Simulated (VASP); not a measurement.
Runs of VASP 6.6.1 on TiCo3. The structure is that of space group Pm-3m (No. 221), or close to it. The cells are those of the table. 

```csv
task,cell,cutoff (eV),gap on the mesh (eV),pressure (GPa)
single point,"a = 3.517 Å, 4 atoms",520,none,-5.2
single point,"a = 3.473 Å, 4 atoms",520,none,4.5
relaxation of cell and atoms,"relaxed to 5 GPa from a = 3.494 Å, 4 atoms",600,none,5.0
single point,"a = 3.471 Å, 4 atoms",520,none,(a)
```

Alike in all rows: level LDA; potentials or basis VASP PAW LDA potentials, release 64 (Ti_sv, Co); no spin polarisation; k mesh 12 × 12 × 12; smearing fermi-dirac 0.15 eV.

Task: Estimate the missing entries.

Result: (a) 4.9.

Caveats: the run has no spin polarisation, though such a crystal can be magnetic; the cell stands under pressure (at least some runs); the cell stands under tension (at least some runs); the cell is relaxed towards a set pressure, so the run minimises the enthalpy, not the energy (at least some runs).

A gap of «none» marks levels without a gap at the run's occupations.
